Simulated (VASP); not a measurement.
# Ga (Pm-3m) in VASP: a series of runs

Ga is run at these levels: PBE; tasks: single point.

Program: VASP 6.6.1. These are calculated values, not measurements. Logs are shortened: lines on timing, memory, paths and dates and some standing lists are left out, and cuts for length are marked.

### 1 The cell of the first run

Symmetry: Pm-3m, No. 221, cubic system. The conventional cell has a = 2.756 Å, b = 2.756 Å, c = 2.756 Å, α = 90.00°, β = 90.00°, γ = 90.00°. Ga (site symmetry m-3m) has 6 Ga at 2.76 Å within 3.6 Å.

This isn't the form of Ga at room conditions, which is orthorhombic.

### 2 Single point, PBE

Input file INCAR:

```
SYSTEM = Ga
PREC = Accurate ; ENCUT = 520
EDIFF = 1E-6 ; ISMEAR = -1
SIGMA = 0.06122561905347299 ; LREAL = .FALSE.
LASPH = .TRUE. ; NELM = 80
ALGO = Normal ; ISIF = 2
LWAVE = .FALSE. ; LCHARG = .FALSE.
GGA = PE ; NBANDS = 12
```

Input file KPOINTS:

```
Automatic mesh
0
G
  20 20 20
  0 0 0
```

Input file POSCAR:

```
Ga
1.0
    2.7559771611      0.0000000000      0.0000000000
    0.0000000000      2.7559771611      0.0000000000
    0.0000000000      0.0000000000      2.7559771611
Ga
1
Direct
    0.0000000000      0.0000000000      0.0000000000
```

Potentials or basis: VASP PAW PBE potentials, release 64 (Ga_d).

On the command line:

```
$ cat potpaw_PBE.64/Ga_d/POTCAR > POTCAR
$ mpirun -np 1 vasp_std > vasp.out
```

OUTCAR:

```text
SYSTEM = Ga
   PREC = Accurate
   ENCUT = 520
   EDIFF = 1E-6
   ISMEAR = -1
   LREAL = .FALSE.
   LASPH = .TRUE.
   NELM = 80
   ISIF = 2
   GGA = PE

 ion  position               nearest neighbor table
   1  0.000  0.000  0.000-

  LATTYP: Found a simple cubic cell.
 ALAT       =     2.7559771611

  Lattice vectors:

 A1 = (   2.7559771611,   0.0000000000,   0.0000000000)
 A2 = (   0.0000000000,   2.7559771611,   0.0000000000)
 A3 = (   0.0000000000,   0.0000000000,   2.7559771611)

Analysis of symmetry for initial positions (statically):
=====================================================================
 Subroutine PRICEL returns:
 Original cell was already a primitive cell.

 Routine SETGRP: Setting up the symmetry group for a
 simple cubic supercell.

 Subroutine GETGRP returns: Found 48 space group operations
 (whereof 48 operations were pure point group operations)
 out of a pool of 48 trial point group operations.

The static configuration has the point symmetry O_h .

Analysis of symmetry for dynamics (positions and initial velocities):
=====================================================================
 Subroutine PRICEL returns:
 Original cell was already a primitive cell.

 Routine SETGRP: Setting up the symmetry group for a
 simple cubic supercell.

 Subroutine GETGRP returns: Found 48 space group operations
 (whereof 48 operations were pure point group operations)
 out of a pool of 48 trial point group operations.

The dynamic configuration has the point symmetry O_h .

 Subroutine INISYM returns: Found 48 space group operations
 (whereof 48 operations are pure point group operations),
 and found     1 'primitive' translations

----------------------------------------------------------------------------------------

                                     Primitive cell

  volume of cell :      20.9328

  direct lattice vectors                    reciprocal lattice vectors
     2.755977161  0.000000000  0.000000000     0.362847709  0.000000000  0.000000000
     0.000000000  2.755977161  0.000000000     0.000000000  0.362847709  0.000000000
     0.000000000  0.000000000  2.755977161     0.000000000  0.000000000  0.362847709

  length of vectors
     2.755977161  2.755977161  2.755977161     0.362847709  0.362847709  0.362847709

  position of ions in fractional coordinates (direct lattice)
     0.000000000  0.000000000  0.000000000

  ion indices of the primitive-cell ions
   primitive index   ion index
                 1           1

----------------------------------------------------------------------------------------

 KPOINTS: Automatic mesh

Automatic generation of k-mesh.
 Grid dimensions read from file:
 generate k-points for:   20   20   20

 Generating k-lattice:

  Cartesian coordinates                     Fractional coordinates (reciprocal lattice)
     0.018142385  0.000000000  0.000000000     0.050000000  0.000000000  0.000000000
     0.000000000  0.018142385  0.000000000     0.000000000  0.050000000  0.000000000
     0.000000000  0.000000000  0.018142385     0.000000000  0.000000000  0.050000000

  Length of vectors
     0.018142385  0.018142385  0.018142385

  Shift w.r.t. Gamma in fractional coordinates (k-lattice)
     0.000000000  0.000000000  0.000000000

 Subroutine IBZKPT returns following result:
 ===========================================

 Found    286 irreducible k-points:

 Following reciprocal coordinates:
            Coordinates               Weight
  0.000000  0.000000  0.000000      1.000000
  0.050000  0.000000  0.000000      6.000000
  0.100000  0.000000  0.000000      6.000000
  0.150000  0.000000  0.000000      6.000000
  0.200000  0.000000  0.000000      6.000000
  0.250000  0.000000  0.000000      6.000000
[... 16 lines left out ...]
  0.150000  0.100000  0.000000     24.000000
  0.200000  0.100000  0.000000     24.000000
 [... further k-points ...]
   k-points           NKPTS =    286   k-points in BZ     NKDIM =    286   number of bands    NBANDS=     12
   number of dos      NEDOS =    301   number of ions     NIONS =      1
   total plane-waves  NPLWV =   8000
   dimension x,y,z NGX =    20 NGY =   20 NGZ =   20
   dimension x,y,z NGXF=    40 NGYF=   40 NGZF=   40
   ions per type =               1
   NGX,Y,Z   is equivalent  to a cutoff of  12.06, 12.06, 12.06 a.u.
   NGXF,Y,Z  is equivalent  to a cutoff of  24.13, 24.13, 24.13 a.u.
 SYSTEM =  Ga
   PREC   = accura    normal or accurate (medium, high low for compatibility)
   ISTART =      0    job   : 0-new  1-cont  2-samecut
   ICHARG =      2    charge: 1-file 2-atom 10-const
   ISPIN  =      1    spin polarized calculation?
   LNONCOLLINEAR =      F non collinear calculations
   LSORBIT =      F    spin-orbit coupling
   LASPH  =      T    aspherical Exc in radial PAW
   ENCUT  =  520.0 eV  38.22 Ry    6.18 a.u.   5.12  5.12  5.12*2*pi/ulx,y,z
   NELM   =     80;   NELMIN=  2; NELMDL= -5     # of ELM steps
   EDIFF  = 0.1E-05   stopping-criterion for ELM
   LREAL  =      F    real-space projection
   EDIFFG = 0.1E-04   stopping-criterion for IOM
   NSW    =      0    number of steps for IOM
   IBRION =     -1    ionic relax: 0-MD 1-quasi-New 2-CG
   NFREE  =      0    steps in history (QN), initial steepest desc. (CG)
   ISIF   =      2    stress and relaxation
   ISYM   =      2    0-nonsym 1-usesym 2-fastsym
   POTIM  = 0.5000    time-step for ionic-motion
   TEBEG  =    0.0;   TEEND  =   0.0 temperature during run
   PSTRESS=    0.0 pullay stress
   NELECT =      13.0000    total number of electrons
   NUPDOWN=      -1.0000    fix difference up-down
   EMIN   =  10.00;   EMAX   =-10.00  energy-range for DOS
   EFERMI =   0.00;   METHOD = LEGACY
   ISMEAR =    -1;   SIGMA  =   0.06  broadening in eV -4-tet -1-fermi 0-gaus
   EFERMI_NEDOS =   21; number of points for ismear=-14 and -15
   IALGO  =     38    algorithm
   IMIX   =      4    mixing-type and parameters
     AMIX     =   0.40;   BMIX     =  1.00
     AMIX_MAG =   1.60;   BMIX_MAG =  1.00
  volume/ion in A,a.u.               =      20.93       141.26
  Fermi-wavevector in a.u.,A,eV,Ry     =   1.396734  2.639444 26.543137  1.950866
  Thomas-Fermi vector in A             =   2.520059
   LORBIT       =      0    0 simple, 1 ext, 2 COOP (PROOUT), +10 PAW based schemes
   GGA     = PE    functional components
   LHFCALC =     F    Hartree Fock is set to
   AEXX    =    0.0000 exact exchange contribution
   IVDW    =     0    specifies the selected vdW correction
   LEPSILON=     F    determine dielectric tensor
   LRPA    =     F    only Hartree local field effects (RPA)
 non-spin polarized calculation
  energy-cutoff  :      520.00
  volume of cell :       20.93
 maximum number of plane-waves:       587
   NGX = 11   NGY = 11   NGZ = 11

 number of electron      13.0000001 magnetization

 Free energy of the ion-electron system (eV)
  ---------------------------------------------------
  ext. energy  EPLUGINS =         0.00000000
  ---------------------------------------------------
  free energy    TOTEN  =        -2.82451528 eV

  energy without entropy =       -2.81796408  energy(sigma->0) =       -2.82123968

 E-fermi :   4.4149     XC(G=0): -10.4274

 val. band max:        4.4132368157   @ k =   0.5000   0.4000   0.2500
 cond. band min:       4.4256339794   @ k =   0.5000   0.4500   0.0000
 fundamental gap:      0.0123971637
 Fermi energy:         4.4149267318

 k-point     1 :       0.0000    0.0000    0.0000
  band No.  band energies     occupation
      1     -10.6549      2.00000
      2     -10.6549      2.00000
      3     -10.1920      2.00000
      4     -10.1920      2.00000
      5     -10.1920      2.00000
      6      -5.8704      2.00000
      7      13.0667      0.00000
      8      13.0667      0.00000
      9      13.0667      0.00000
     10      16.0151      0.00000
     11      16.0151      0.00000
     12      18.2408      0.00000

 k-point     2 :       0.0500    0.0000    0.0000
  band No.  band energies     occupation
      1     -10.6541      2.00000
      2     -10.6471      2.00000
      3     -10.1952      2.00000
      4     -10.1952      2.00000
      5     -10.1918      2.00000
      6      -5.8214      2.00000
      7      12.2076      0.00000
      8      13.1173      0.00000
      9      13.1173      0.00000
     10      16.0573      0.00000
     11      16.6786      0.00000
     12      18.5576      0.00000

 k-point     3 :       0.1000    0.0000    0.0000
  band No.  band energies     occupation
      1     -10.6516      2.00000
      2     -10.6245      2.00000
      3     -10.2043      2.00000
      4     -10.2043      2.00000
      5     -10.1910      2.00000
      6      -5.6743      2.00000
      7      10.6582      0.00000
      8      13.2680      0.00000
      9      13.2680      0.00000
     10      16.1838      0.00000
     11      17.3773      0.00000
     12      19.7687      0.00000

 k-point     4 :       0.1500    0.0000    0.0000
  band No.  band energies     occupation
      1     -10.6478      2.00000
      2     -10.5899      2.00000
      3     -10.2184      2.00000
      4     -10.2184      2.00000
      5     -10.1898      2.00000
      6      -5.4282      2.00000
      7       9.0272      0.00000
      8      13.5154      0.00000
      9      13.5154      0.00000
     10      16.3946      0.00000
     11      17.7485      0.00000
     12      21.6151      0.00000

 k-point     5 :       0.2000    0.0000    0.0000
  band No.  band energies     occupation
      1     -10.6429      2.00000
      2     -10.5472      2.00000
      3     -10.2361      2.00000
      4     -10.2361      2.00000
      5     -10.1883      2.00000
      6      -5.0826      2.00000
      7       7.4325      0.00000
      8      13.8534      0.00000
      9      13.8534      0.00000
     10      16.6897      0.00000
     11      18.0754      0.00000
     12      23.6473      0.00000

 k-point     6 :       0.2500    0.0000    0.0000
  band No.  band energies     occupation
      1     -10.6375      2.00000
      2     -10.5008      2.00000
      3     -10.2557      2.00000
      4     -10.2557      2.00000
      5     -10.1866      2.00000
      6      -4.6378      2.00000
      7       5.9093      0.00000
      8      14.2719      0.00000
      9      14.2719      0.00000
     10      17.0684      0.00000
     11      18.4400      0.00000
     12      25.4833      0.00000

 k-point     7 :       0.3000    0.0000    0.0000
  band No.  band energies     occupation
      1     -10.6321      2.00000
      2     -10.4556      2.00000
      3     -10.2752      2.00000
      4     -10.2752      2.00000
      5     -10.1850      2.00000
      6      -4.0966      2.00000
      7       4.4751      0.54479
      8      14.7539      0.00000
      9      14.7539      0.00000
     10      17.5288      0.00000
     11      18.8588      0.00000
     12      24.8675      0.00000

 k-point     8 :       0.3500    0.0000    0.0000
  band No.  band energies     occupation
      1     -10.6273      2.00000
      2     -10.4157      2.00000
      3     -10.2927      2.00000
      4     -10.2927      2.00000
      5     -10.1835      2.00000
      6      -3.4670      2.00000
      7       3.1457      2.00000
      8      15.2704      0.00000
      9      15.2704      0.00000
     10      18.0654      0.00000
     11      19.3270      0.00000
     12      23.6939      0.00000
[... 166 lines left out ...]
 k-point    20 :       0.4500    0.0500    0.0000
  band No.  band energies     occupation
      1     -10.6151      2.00000
      2     -10.3601      2.00000
      3     -10.3209      2.00000
      4     -10.3149      2.00000
      5     -10.1845      2.00000
      6      -2.0445      2.00000
      7       1.0149      2.00000
      8      15.4055      0.00000
      9      16.2083      0.00000
     10      19.4868      0.00000
     11      19.7271      0.00000
     12      21.3099      0.00000

 k-point    21 :       0.5000    0.0500    0.0000
  band No.  band energies     occupation
      1     -10.6142      2.00000
      2     -10.3533      2.00000
      3     -10.3240      2.00000
      4     -10.3180      2.00000
      5     -10.1842      2.00000
      6      -1.6871      2.00000
      7       0.5566      2.00000
      8      15.5850      0.00000
      9      16.3606      0.00000
     10      19.3450      0.00000
     11      20.0951      0.00000
     12      21.0498      0.00000

 k-point    22 :       0.1000    0.1000    0.0000
  band No.  band energies     occupation
      1     -10.6352      2.00000
      2     -10.6067      2.00000
      3     -10.2176      2.00000
      4     -10.2040      2.00000
      5     -10.2023      2.00000
      6      -5.4783      2.00000
      7      10.6116      0.00000
      8      11.1205      0.00000
      9      13.4693      0.00000
     10      16.9170      0.00000
     11      19.1711      0.00000
     12      20.2509      0.00000

 k-point    23 :       0.1500    0.1000    0.0000
  band No.  band energies     occupation
      1     -10.6277      2.00000
      2     -10.5749      2.00000
      3     -10.2329      2.00000
      4     -10.2173      2.00000
      5     -10.2018      2.00000
      6      -5.2324      2.00000
      7       9.1883      0.00000
      8      11.1568      0.00000
      9      13.7168      0.00000
     10      17.1692      0.00000
     11      19.7975      0.00000
     12      21.7201      0.00000

 k-point    24 :       0.2000    0.1000    0.0000
  band No.  band energies     occupation
      1     -10.6217      2.00000
      2     -10.5323      2.00000
      3     -10.2520      2.00000
      4     -10.2349      2.00000
      5     -10.2002      2.00000
      6      -4.8872      2.00000
      7       7.6110      0.00000
      8      11.4734      0.00000
      9      14.0551      0.00000
     10      17.4731      0.00000
     11      20.0781      0.00000
     12      23.3449      0.00000

 [... further k-points ...]
[... 5 lines left out ...]
  --------------------------------------------------------------------------------------
  -------------------------------------------------------------------------------------
  Total       -0.2153856     -0.2153856     -0.2153856      0.0000000     -0.0000000      0.0000000
  in kB      -16.4854319    -16.4854319    -16.4854319      0.0000000     -0.0000000      0.0000000
  external PRESSURE =     -16.4854319 kB  Pullay stress =       0.0000000 kB

 VOLUME and BASIS-vectors are now :
 -----------------------------------------------------------------------------
  energy-cutoff  :      520.00
  volume of cell :       20.93
      direct lattice vectors                 reciprocal lattice vectors
     2.755977161  0.000000000  0.000000000     0.362847709  0.000000000  0.000000000
     0.000000000  2.755977161  0.000000000     0.000000000  0.362847709  0.000000000
     0.000000000  0.000000000  2.755977161     0.000000000  0.000000000  0.362847709

 POSITION                                       TOTAL-FORCE (eV/Angst)
 -----------------------------------------------------------------------------------
      0.00000      0.00000      0.00000         0.000000      0.000000      0.000000
 -----------------------------------------------------------------------------------
    total drift:                                0.000000      0.000000      0.000000

  FREE ENERGIE OF THE ION-ELECTRON SYSTEM (eV)
  ---------------------------------------------------
  free  energy   TOTEN  =        -2.8245152827 eV

  energy  without entropy=       -2.8179640770  energy(sigma->0) =       -2.82123968
```

Run time: 24 s. Hardware: 1 thread of Intel Xeon Platinum 8488C (Sapphire Rapids), shared host; peak memory 0.18 GiB.

Results:

| Quantity | Value |
| --- | --- |
| Free energy | -2.8245 eV |
| Pressure | -1.6 GPa |
| Band gap on the k mesh | zero (an odd number of electrons rules out a gap without spin polarisation) |

### 3 Single point, PBE

This run uses another cell than the first one, of 21.34 Å³/atom.

Input file INCAR:

```
ALGO = Normal
EDIFF = 1E-6
ENCUT = 520
GGA = PE
ISIF = 2
ISMEAR = -1
LASPH = True
LCHARG = False
LREAL = False
LWAVE = False
NBANDS = 12
NELM = 80
PREC = Accurate
SIGMA = 0.06122561905347299
```

Input file KPOINTS:

```
k-points
0
Gamma
  20 20 20
```

Input file POSCAR:

```
Ga
1.0
    2.7735316291      0.0000000000      0.0000000000
    0.0000000000      2.7735316291      0.0000000000
    0.0000000000      0.0000000000      2.7735316291
Ga
1
Direct
    0.0000000000      0.0000000000      0.0000000000
```

Potentials or basis: VASP PAW PBE potentials, release 64 (Ga_d).

On the command line:

```
$ cat potpaw_PBE.64/Ga_d/POTCAR > POTCAR
$ mpirun -np 1 vasp_std > vasp.out
```

It took 34 s on 1 thread of Intel Xeon Platinum 8488C (Sapphire Rapids), shared host; peak memory 0.19 GiB.

It converged, with:

| Quantity | Value |
| --- | --- |
| Free energy | -2.8196 eV |
| Pressure | -2.3 GPa |
| Band gap on the k mesh | zero (an odd number of electrons rules out a gap without spin polarisation) |

Levels at points of the mesh, in eV from the Fermi level:
```tsv
k point	band 3	band 4	band 5	band 6	band 7	band 8	band 9	band 10
(0.00, 0.00, 0.00)	-14.61	-14.61	-14.61	-10.17	8.52	8.52	8.52	11.48
(0.50, 0.00, 0.00)	-14.73	-14.73	-14.60	-6.12	-3.83	11.69	11.69	14.97
(0.50, 0.50, 0.00)	-14.71	-14.71	-14.49	-1.91	-0.59	-0.59	4.21	14.87
(0.50, 0.50, 0.50)	-14.90	-14.49	-14.49	2.48	2.48	2.48	3.03	8.00
```
